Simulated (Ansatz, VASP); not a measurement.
One calculation of BeCd3Te4, two programs

```xyz
8
Lattice="4.2625 -5.9686 0.0000 4.2625 5.9686 0.0000 0.0000 0.0000 4.1632" Properties=species:S:1:pos:R:3 pbc="T T T"
Be    4.2625    0.0000    0.0000
Cd    2.1313    2.9843    2.0816
Cd    2.1313   -2.9843    2.0816
Cd    0.0000    0.0000    0.0000
Te    4.2625    2.7942    0.0000
Te    6.1395    0.0000    2.0816
Te    2.3855    0.0000    2.0816
Te    4.2625   -2.7942    0.0000
```

Change from the starting cell: species swapped into the MnNi3O4 type (Cmmm, No. 65).

Alike in both runs: functional PBE; k mesh 3 × 3 × 4; occupations gaussian, width 0.2 eV; no spin polarisation.

Ansatz relaxed the structure, and its values are those at the end. VASP's run is a single point on that final structure, the one shown.

|  | VASP | Ansatz |
| --- | --- | --- |
| version | VASP 6.6.1 | Ansatz 0.2.0 |
| potentials or method | VASP PAW PBE potentials, release 64 (Be, Cd, Te), cutoff 520 eV | scalar-relativistic, plane waves, PAW |
| valence electrons in the cell | 62 | 126 |

Ansatz gave:

* gap on the k mesh at the Fermi level (eV): none
* pressure (GPa): 0.0
* rms of the force components (eV/Å): 0.018

Q: Estimate VASP's values.

A: gap on the k mesh at the Fermi level (eV): none; pressure (GPa): 0.1; rms of the force components (eV/Å): 0.021.

A gap of «none» marks a metal or a gap that the smearing closes. VASP's potentials hold 62 valence electrons a cell and Ansatz's 126, so a difference there can come from the potentials and not from the codes.

The k mesh is coarse, so the values compare programs but aren't converged. Spin-orbit coupling is off throughout.
